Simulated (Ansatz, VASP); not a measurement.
# Two plane-wave programs on Hf3Ru

```xyz
4
Lattice="4.1220 0.0000 0.0000 0.0000 4.1220 0.0000 0.0000 0.0000 4.1220" Properties=species:S:1:pos:R:3 pbc="T T T"
Hf    0.0000    2.0610    2.0610
Hf    2.0610    0.0000    2.0610
Hf    2.0610    2.0610    0.0000
Ru    0.0000    0.0000    0.0000
```

Alike in both runs: task single point; functional PBE; k mesh 4 × 4 × 4; occupations gaussian, width 0.1 eV; no spin polarisation.

|  | VASP | Ansatz |
| --- | --- | --- |
| version | VASP 6.6.1 | Ansatz 0.2.0 |
| potentials or method | VASP PAW PBE potentials, release 64 (Hf_pv, Ru_pv), cutoff 520 eV | scalar-relativistic, plane waves, PAW |
| valence electrons in the cell | 44 | 94 |

|  | VASP | Ansatz | Ansatz less VASP |
| --- | --- | --- | --- |
| gap on the k mesh at the Fermi level (eV) | none | none | - |
| pressure (GPa) | 19.8 | 20.4 | +0.68 |

A gap of «none» marks a metal or a gap that the smearing closes. The functional is the same, so the differences come from potentials, cutoffs and numerics. VASP's potentials hold 44 valence electrons a cell and Ansatz's 94, so a difference there can come from the potentials and not from the codes.

The k mesh is coarse, so the values compare programs but aren't converged. Neither program's run includes spin-orbit coupling.
